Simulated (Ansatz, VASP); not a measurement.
# One calculation of Lu, two programs

INCAR

```
SYSTEM = Lu
PREC = Accurate
ENCUT = 520
EDIFF = 1E-7
ISMEAR = -1
SIGMA = 0.05
LREAL = .False.
LASPH = .True.
NELM = 100
ALGO = Normal
ISIF = 2
LWAVE = .False.
LCHARG = .False.
GGA = PS
NBANDS = 32
```

The input KPOINTS:

```
regular mesh
0
Gamma
  10 10 10
  0 0 0
```

File POSCAR:

```
Lu
1.0
    0.0000000000      3.5803179427      3.5803179427
    3.5803179427      0.0000000000      3.5803179427
    3.5803179427      3.5803179427      0.0000000000
Lu
2
Direct
   -0.1250000000     -0.1250000000     -0.1250000000
    0.1250000000      0.1250000000      0.1250000000
```

Input for Ansatz:

```yaml
crystal:
  lattice:
    - [0.0, 3.5803179427, 3.5803179427]
    - [3.5803179427, 0.0, 3.5803179427]
    - [3.5803179427, 3.5803179427, 0.0]
  atoms:
    - { symbol: Lu, position: [-0.125, -0.125, -0.125] }
    - { symbol: Lu, position: [0.125, 0.125, 0.125] }
kpoints:
  mp_grid: { grid: [10, 10, 10] }
  band_path:
    path:
      - [0.0, 0.0, 0.0]
      - [0.5, 0.0, 0.5]
      - [0.625, 0.25, 0.625]
      - [0.375, 0.375, 0.75]
      - [0.0, 0.0, 0.0]
      - [0.5, 0.5, 0.5]
      - [0.5, 0.25, 0.75]
      - [0.5, 0.0, 0.5]
    npoints: 14
scf:
  occupations: { method: fermi_dirac, width: 0.05 }
hamiltonian:
  xc: pbesol
  pseudopotentials: { kind: all_electron, lapw: { basis_error: 0.001 } }
output:
  forces: true
  stress: true
  eigenvalues: true
  populations: true
  dos: { projected: true, de: 0.2, e_range: [-14, 8] }
```

Alike in both runs: task single point; functional PBEsol; k mesh 10 × 10 × 10; occupations fermi-dirac, width 0.05 eV; no spin polarisation.

|  | VASP | Ansatz |
| --- | --- | --- |
| version | VASP 6.6.1 | Ansatz 0.2.0 |
| potentials or method | VASP PAW PBE potentials, release 64 (Lu), cutoff 520 eV | all-electron LAPW, scalar-relativistic |

```csv
,VASP,Ansatz,Ansatz less VASP
pressure (GPa),0.0,0.0,-0.01
```

VASP's potentials were made for PBE, not for PBEsol. Ansatz ran all-electron here, and VASP with PAW potentials.

Spin-orbit coupling is off throughout.
